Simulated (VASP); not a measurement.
# Tl (R-3m) in VASP: single point with r2SCAN

Aim: the single point of Tl with r2SCAN.

Everything below comes from runs of VASP 6.6.1. Logs are shortened: lines on timing, memory, paths and dates and some standing lists are left out, and cuts for length are marked.

## (1) The cell of the first run

Symmetry: R-3m, No. 166, trigonal system. The conventional cell has a = 3.562 Å, b = 3.562 Å, c = 24.721 Å, α = 90.00°, β = 90.00°, γ = 120.00°. Tl (site symmetry -3m) has 12 Tl at 3.46 to 3.56 Å within 4.5 Å. Within 4.4 Å of Tl (site symmetry 3m) lie 12 Tl at 3.38 to 3.56 Å.

## (2) Single point, r2SCAN

Contents of POSCAR:

```
Tl
1.0
    1.7810518452      1.0282907623      8.2404167867
   -1.7810518452      1.0282907623      8.2404167867
    0.0000000000     -2.0565815246      8.2404167867
Tl
3
Direct
    0.0000000000      0.0000000000      0.0000000000
    0.2209406600      0.2209406600      0.2209406600
    0.7790593400      0.7790593400      0.7790593400
```

Contents of INCAR.step1:

```
SYSTEM = Tl
ALGO = Normal
EDIFF = 1E-4
ENCUT = 520
GGA = PE
ISMEAR = 0
LASPH = .True.
LCHARG = .False.
LREAL = .False.
LWAVE = .True.
NBANDS = 26
NELM = 100
PREC = Accurate
SIGMA = 0.1
```

Contents of INCAR.step2:

```
SYSTEM = Tl
ALGO = Normal
EDIFF = 1E-6
ENCUT = 520
ISIF = 2
ISMEAR = 0
ISTART = 1
LASPH = .True.
LCHARG = .True.
LELF = .True.
LMIXTAU = .True.
LREAL = .False.
LVHAR = .True.
LWAVE = .False.
METAGGA = R2SCAN
NBANDS = 26
NELM = 100
PREC = Accurate
SIGMA = 0.1
```

Contents of KPOINTS:

```
k-points
0
Gamma
  6 6 6
  0 0 0
```

Potentials or basis: VASP PAW PBE potentials, release 64 (Tl_d).

Started as:

```sh
> cat potpaw_PBE.64/Tl_d/POTCAR > POTCAR
> cp INCAR.step1 INCAR
> mpirun -np 1 vasp_std > vasp.out
> cp INCAR.step2 INCAR
> mpirun -np 1 vasp_std > vasp.out
```

OUTCAR:

```text
SYSTEM = Tl
   EDIFF = 1E-6
   ENCUT = 520
   ISIF = 2
   ISMEAR = 0
   ISTART = 1
   LASPH = .True.
   LREAL = .False.
   METAGGA = R2SCAN
   NELM = 100
   PREC = Accurate

 ion  position               nearest neighbor table
   1  0.000  0.000  0.000-   3 3.46   3 3.46   2 3.46   2 3.46   3 3.46   2 3.46
   2  0.221  0.221  0.221-   3 3.38   3 3.38   3 3.38   1 3.46   1 3.46   1 3.46
   3  0.779  0.779  0.779-   2 3.38   2 3.38   2 3.38   1 3.46   1 3.46   1 3.46

  LATTYP: Found a trigonal (rhomboedric) cell.
 ALAT       =     8.4931735168
 COS(alpha) =     0.9120485254

  Lattice vectors:

 A1 = (   1.7810518452,   1.0282907623,   8.2404167867)
 A2 = (  -1.7810518452,   1.0282907623,   8.2404167867)
 A3 = (   0.0000000000,  -2.0565815246,   8.2404167867)

Analysis of symmetry for initial positions (statically):
=====================================================================
 Subroutine PRICEL returns:
 Original cell was already a primitive cell.

 Routine SETGRP: Setting up the symmetry group for a
 trigonal (rhombohedral) supercell.

 Subroutine GETGRP returns: Found 12 space group operations
 (whereof 12 operations were pure point group operations)
 out of a pool of 12 trial point group operations.

The static configuration has the point symmetry D_3d.

Analysis of symmetry for dynamics (positions and initial velocities):
=====================================================================
 Subroutine PRICEL returns:
 Original cell was already a primitive cell.

 Routine SETGRP: Setting up the symmetry group for a
 trigonal (rhombohedral) supercell.

 Subroutine GETGRP returns: Found 12 space group operations
 (whereof 12 operations were pure point group operations)
 out of a pool of 12 trial point group operations.

The dynamic configuration has the point symmetry D_3d.

 Subroutine INISYM returns: Found 12 space group operations
 (whereof 12 operations are pure point group operations),
 and found     1 'primitive' translations

----------------------------------------------------------------------------------------

                                     Primitive cell

  volume of cell :      90.5509

  direct lattice vectors                    reciprocal lattice vectors
     1.781051845  1.028290762  8.240416787     0.280732984  0.162081264  0.040451028
    -1.781051845  1.028290762  8.240416787    -0.280732984  0.162081264  0.040451028
     0.000000000 -2.056581525  8.240416787     0.000000000 -0.324162528  0.040451028

  length of vectors
     8.493173517  8.493173517  8.493173517     0.326676645  0.326676645  0.326676645

  position of ions in fractional coordinates (direct lattice)
     0.000000000  0.000000000  0.000000000
     0.220940660  0.220940660  0.220940660
     0.779059340  0.779059340  0.779059340

  ion indices of the primitive-cell ions
   primitive index   ion index
                 1           1
                 2           2
                 3           3

----------------------------------------------------------------------------------------

 KPOINTS: k-points

Automatic generation of k-mesh.
 Grid dimensions read from file:
 generate k-points for:    6    6    6

 Generating k-lattice:

  Cartesian coordinates                     Fractional coordinates (reciprocal lattice)
     0.046788831  0.027013544  0.006741838     0.166666667  0.000000000 -0.000000000
    -0.046788831  0.027013544  0.006741838     0.000000000  0.166666667 -0.000000000
     0.000000000 -0.054027088  0.006741838    -0.000000000 -0.000000000  0.166666667

  Length of vectors
     0.054446108  0.054446108  0.054446108

  Shift w.r.t. Gamma in fractional coordinates (k-lattice)
     0.000000000  0.000000000  0.000000000

 Subroutine IBZKPT returns following result:
 ===========================================

 Found     32 irreducible k-points:

 Following reciprocal coordinates:
            Coordinates               Weight
  0.000000  0.000000  0.000000      1.000000
  0.166667 -0.000000 -0.000000      6.000000
  0.333333 -0.000000 -0.000000      6.000000
  0.500000 -0.000000 -0.000000      3.000000
  0.166667  0.166667 -0.000000      6.000000
  0.333333  0.166667 -0.000000     12.000000
[... 16 lines left out ...]
  0.500000  0.500000  0.166667      6.000000
 -0.333333  0.500000  0.166667     12.000000
 [... further k-points ...]
   k-points           NKPTS =     32   k-points in BZ     NKDIM =     32   number of bands    NBANDS=     26
   number of dos      NEDOS =    301   number of ions     NIONS =      3
   total plane-waves  NPLWV = 262144
   dimension x,y,z NGX =    64 NGY =   64 NGZ =   64
   dimension x,y,z NGXF=   128 NGYF=  128 NGZF=  128
   ions per type =               3
   NGX,Y,Z   is equivalent  to a cutoff of  12.53, 12.53, 12.53 a.u.
   NGXF,Y,Z  is equivalent  to a cutoff of  25.05, 25.05, 25.05 a.u.
 SYSTEM =  Tl
   PREC   = accura    normal or accurate (medium, high low for compatibility)
   ISTART =      1    job   : 0-new  1-cont  2-samecut
   ICHARG =      0    charge: 1-file 2-atom 10-const
   ISPIN  =      1    spin polarized calculation?
   LNONCOLLINEAR =      F non collinear calculations
   LSORBIT =      F    spin-orbit coupling
   LASPH  =      T    aspherical Exc in radial PAW
   ENCUT  =  520.0 eV  38.22 Ry    6.18 a.u.  15.79 15.79 15.79*2*pi/ulx,y,z
   NELM   =    100;   NELMIN=  2; NELMDL=  0     # of ELM steps
   EDIFF  = 0.1E-05   stopping-criterion for ELM
   LREAL  =      F    real-space projection
   EDIFFG = 0.1E-04   stopping-criterion for IOM
   NSW    =      0    number of steps for IOM
   IBRION =     -1    ionic relax: 0-MD 1-quasi-New 2-CG
   NFREE  =      0    steps in history (QN), initial steepest desc. (CG)
   ISIF   =      2    stress and relaxation
   ISYM   =      2    0-nonsym 1-usesym 2-fastsym
   POTIM  = 0.5000    time-step for ionic-motion
   TEBEG  =    0.0;   TEEND  =   0.0 temperature during run
   PSTRESS=    0.0 pullay stress
   NELECT =      39.0000    total number of electrons
   NUPDOWN=      -1.0000    fix difference up-down
   EMIN   =  10.00;   EMAX   =-10.00  energy-range for DOS
   EFERMI =   0.00;   METHOD = LEGACY
   ISMEAR =     0;   SIGMA  =   0.10  broadening in eV -4-tet -1-fermi 0-gaus
   EFERMI_NEDOS =   21; number of points for ismear=-14 and -15
   IALGO  =     38    algorithm
   IMIX   =      4    mixing-type and parameters
     AMIX     =   0.40;   BMIX     =  1.00
     AMIX_MAG =   1.60;   BMIX_MAG =  1.00
  volume/ion in A,a.u.               =      30.18       203.69
  Fermi-wavevector in a.u.,A,eV,Ry     =   1.236323  2.336312 20.796442  1.528495
  Thomas-Fermi vector in A             =   2.370937
   LORBIT       =      0    0 simple, 1 ext, 2 COOP (PROOUT), +10 PAW based schemes
   METAGGA = R2SCAN    functional components
   LHFCALC =     F    Hartree Fock is set to
   AEXX    =    0.0000 exact exchange contribution
   IVDW    =     0    specifies the selected vdW correction
   LEPSILON=     F    determine dielectric tensor
   LRPA    =     F    only Hartree local field effects (RPA)
 non-spin polarized calculation
 Gauss-broadening in eV      SIGMA  =   0.10
  energy-cutoff  :      520.00
  volume of cell :       90.55
 maximum number of plane-waves:      2491
   NGX = 31   NGY = 31   NGZ = 31

 number of electron      38.9999997 magnetization

 Free energy of the ion-electron system (eV)
  ---------------------------------------------------
  ext. energy  EPLUGINS =         0.00000000
  ---------------------------------------------------
  free energy    TOTEN  =      -159.55016390 eV

  energy without entropy =     -159.54751302  energy(sigma->0) =     -159.54883846

 E-fermi :   6.0682     XC(G=0): -10.5249

 val. band max:        5.9831532151   @ k =   0.5000   0.5000  -0.0000
 cond. band min:       6.1162353806   @ k =  -0.3333   0.3333   0.0000
 fundamental gap:      0.1330821655
 Fermi energy:         6.0682382989

 k-point     1 :       0.0000    0.0000    0.0000
  band No.  band energies     occupation
      1      -6.2329      2.00000
      2      -6.1847      2.00000
      3      -6.1379      2.00000
      4      -6.1379      2.00000
      5      -6.0980      2.00000
      6      -6.0980      2.00000
[... 18 lines left out ...]
     25      15.5772      0.00000
     26      15.5772      0.00000

 k-point     2 :       0.1667   -0.0000   -0.0000
  band No.  band energies     occupation
      1      -6.2390      2.00000
      2      -6.1997      2.00000
      3      -6.1248      2.00000
      4      -6.1032      2.00000
      5      -6.1008      2.00000
      6      -6.0635      2.00000
[... 18 lines left out ...]
     25      12.8922      0.00000
     26      15.1874      0.00000

 k-point     3 :       0.3333   -0.0000   -0.0000
  band No.  band energies     occupation
      1      -6.3287      2.00000
      2      -6.2762      2.00000
      3      -6.2268      2.00000
      4      -6.1572      2.00000
      5      -6.1429      2.00000
      6      -6.1067      2.00000
[... 18 lines left out ...]
     25      11.1793      0.00000
     26      13.2079      0.00000

 k-point     4 :       0.5000   -0.0000   -0.0000
  band No.  band energies     occupation
      1      -6.3455      2.00000
      2      -6.3416      2.00000
      3      -6.2830      2.00000
      4      -6.2531      2.00000
      5      -6.1744      2.00000
      6      -6.1451      2.00000
[... 18 lines left out ...]
     25      10.4760      0.00000
     26      12.4402      0.00000
[... 496 lines left out ...]
      1      -6.3182      2.00000
      2      -6.2891      2.00000
      3      -6.2145      2.00000
      4      -6.1283      2.00000
      5      -6.1064      2.00000
      6      -6.0941      2.00000
[... 18 lines left out ...]
     25      10.4401      0.00000
     26      11.4899      0.00000

 k-point    23 :       0.5000    0.5000    0.1667
  band No.  band energies     occupation
      1      -6.3487      2.00000
      2      -6.2838      2.00000
      3      -6.2082      2.00000
      4      -6.1522      2.00000
      5      -6.0862      2.00000
      6      -6.0570      2.00000
[... 18 lines left out ...]
     25      12.7882      0.00000
     26      13.1382      0.00000

 k-point    24 :      -0.3333    0.5000    0.1667
  band No.  band energies     occupation
      1      -6.3023      2.00000
      2      -6.2933      2.00000
      3      -6.2114      2.00000
      4      -6.1773      2.00000
      5      -6.1030      2.00000
      6      -6.0637      2.00000
[... 18 lines left out ...]
     25      10.1043      0.00000
     26      12.2161      0.00000

 [... further k-points ...]
[... 5 lines left out ...]
  --------------------------------------------------------------------------------------
  -------------------------------------------------------------------------------------
  Total       -0.2477290     -0.2477290     -0.0355823     -0.0000000     -0.0000000     -0.0000000
  in kB       -4.3832325     -4.3832325     -0.6295817     -0.0000000     -0.0000000     -0.0000000
  external PRESSURE =      -3.1320156 kB  Pullay stress =       0.0000000 kB

 VOLUME and BASIS-vectors are now :
 -----------------------------------------------------------------------------
  energy-cutoff  :      520.00
  volume of cell :       90.55
      direct lattice vectors                 reciprocal lattice vectors
     1.781051845  1.028290762  8.240416787     0.280732984  0.162081264  0.040451028
    -1.781051845  1.028290762  8.240416787    -0.280732984  0.162081264  0.040451028
     0.000000000 -2.056581525  8.240416787     0.000000000 -0.324162528  0.040451028

 POSITION                                       TOTAL-FORCE (eV/Angst)
 -----------------------------------------------------------------------------------
      0.00000      0.00000      0.00000         0.000000     -0.000000      0.000000
      0.00000      0.00000      5.46193         0.000000     -0.000000      0.009854
      0.00000      0.00000     19.25932         0.000000      0.000000     -0.009854
 -----------------------------------------------------------------------------------
    total drift:                                0.000000     -0.000000      0.000000

  FREE ENERGIE OF THE ION-ELECTRON SYSTEM (eV)
  ---------------------------------------------------
  free  energy   TOTEN  =      -159.5501638997 eV

  energy  without entropy=     -159.5475130179  energy(sigma->0) =     -159.54883846
```

It took 25 min on 1 thread of Intel Xeon Platinum 8375C at 2.90GHz (Ice Lake), shared host; peak memory 0.64 GiB.

What came out:

```
Free energy            : -159.5502 eV
Pressure               : -0.3 GPa
Largest force          : 0.010 eV/Å
Band gap on the k mesh : zero (an odd number of electrons rules out a gap without spin polarisation)
```

Forces in eV/Å, atoms in the order of the input:
```
Tl   0.000  0.000  0.000
Tl   0.000  0.000  0.010
Tl   0.000  0.000 -0.010
```

Stress tensor (GPa, compression positive):
```
-0.44  0.00  0.00
 0.00 -0.44  0.00
 0.00  0.00 -0.06
```

Levels at points of the mesh, in eV from the Fermi level:
| k point | band 15 | band 16 | band 17 | band 18 | band 19 | band 20 | band 21 | band 22 | band 23 | band 24 |
| --- | --- | --- | --- | --- | --- | --- | --- | --- | --- | --- |
| (0.00, 0.00, 0.00) | -11.77 | -10.18 | -7.61 | -7.46 | 0.97 | 1.09 | 7.78 | 7.78 | 7.89 | 7.89 |
| (0.50, 0.00, 0.00) | -11.68 | -6.17 | -5.23 | -4.71 | -2.41 | -1.07 | -0.78 | 3.56 | 4.25 | 4.31 |
| (0.50, 0.50, 0.00) | -11.66 | -5.93 | -5.59 | -4.69 | -2.54 | -0.92 | -0.09 | 2.33 | 3.52 | 4.11 |
| (0.50, 0.50, 0.50) | -11.71 | -9.62 | -9.44 | -5.13 | -2.64 | 6.55 | 6.81 | 7.33 | 7.33 | 8.92 |

Caveat: the PAW data sets were made with another functional, which shifts forces and pressure a little; spin-orbit coupling is left out, which moves the levels of the heavy elements.
